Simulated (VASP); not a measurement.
Write the native input for VASP 6.6.1 that does the following.

| Item | Value |
| --- | --- |
| Task | single point |
| Functional | PBE |
| Potentials or basis | VASP PAW PBE potentials, release 64 (Ti_sv, Sn_d) |
| Cutoff | 520 eV |
| k mesh | 8 × 8 × 8 |
| Occupations | fermi-dirac, width 0.05 eV |
| Spin | no spin polarisation |
| Dipole correction | no |
| Further INCAR settings | ALGO = Fast; EDIFF = 1e-06; NBANDS = 20 |

The structure of TiSn lies in POSCAR:

```
TiSn
1.0
    0.0000000000      2.8005500000      2.8005500000
    2.8005500000      0.0000000000      2.8005500000
    2.8005500000      2.8005500000      0.0000000000
Ti Sn
1 1
Direct
    0.0000000000      0.0000000000      0.0000000000
    0.5000000000      0.5000000000      0.5000000000
```

One way to write it, as run:

INCAR

```
PREC     = Accurate       # precision mode
ENCUT    = 520            # plane-wave cutoff, eV
EDIFF    = 1E-6           # SCF threshold, eV
ISMEAR   = -1             # smearing method
SIGMA    = 0.05           # smearing width, eV
LREAL    = False          # projectors in reciprocal space
LASPH    = True           # aspherical terms in the spheres
NELM     = 80             # most SCF steps
ALGO     = Fast           # electronic algorithm
ISIF     = 2              # what is computed and relaxed
LWAVE    = False          # write WAVECAR
LCHARG   = False          # write CHGCAR
GGA      = PE             # functional
NBANDS   = 20             # bands
```

KPOINTS

```
Automatic mesh
0
Gamma
  8 8 8
```

Potentials or basis: VASP PAW PBE potentials, release 64 (Ti_sv, Sn_d).

Run with:

```console
$ cat potpaw_PBE.64/Ti_sv/POTCAR potpaw_PBE.64/Sn_d/POTCAR > POTCAR
$ mpirun -np 1 vasp_std > vasp.out
```

Results of the run:

```yaml
Pressure: 0.0 GPa
Band_gap_on_the_k_mesh: zero (band 13 reaches 8.37 eV, above the bottom of band 14 at 8.03 eV)
```

Caveat: spin-orbit coupling is left out, which moves the levels of the heavy elements.

Wall time 52 s on 1 thread of Intel(R) Xeon(R) Platinum 8488C (Sapphire Rapids), on a shared host, peak memory 0.18 GiB.
